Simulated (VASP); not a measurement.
Mn3Si, 4 atoms in the cell. Symmetry: Fm-3m, No. 225, cubic system. Conventional cell: a = 5.722 Å, b = 5.722 Å, c = 5.722 Å, α = 90.00°, β = 90.00°, γ = 90.00°. Mn (site symmetry m-3m) has 8 Mn at 2.48 Å and 6 Si at 2.86 Å within 3.3 Å. Within 3.3 Å of Mn (site symmetry -43m) lie 10 Mn at 2.48 to 2.86 Å and 4 Si at 2.48 Å. Within 3.3 Å of Si (site symmetry m-3m) lie 14 Mn at 2.48 to 2.86 Å. 

| Property | Result |
| --- | --- |
| Program | VASP 6.6.1 |
| Task | single point |
| Functional | LDA |
| Potentials or basis | VASP PAW LDA potentials, release 64 (Mn_pv, Si) |
| Cutoff | 520 eV |
| k mesh | 10 × 10 × 10 |
| Occupations | fermi-dirac, width 0.05 eV |
| Spin | collinear spin |
| Starting moments | [0.484, -0.137, -0.137, 0.0] μB |
| Fixed moment | 0.21 μB |
| Dipole correction | no |
| Further INCAR settings | ALGO = Normal; EDIFF = 1e-06; NBANDS = 34 |

Potentials or basis: VASP PAW LDA potentials, release 64 (Mn_pv, Si).

Command:

```console
$ cat potpaw_LDA.64/Mn_pv/POTCAR potpaw_LDA.64/Si/POTCAR > POTCAR
$ mpirun -np 1 vasp_std > vasp.out
```

Hardware: 1 thread of Intel(R) Xeon(R) Platinum 8559C (Emerald Rapids), with other jobs on the host.

Q: Estimate the wall time of this run.

A: It took 100 s on 1 thread of Intel(R) Xeon(R) Platinum 8559C (Emerald Rapids) (shared host), peak memory 0.23 GiB. Counts: scf iterations 21, k points 47.
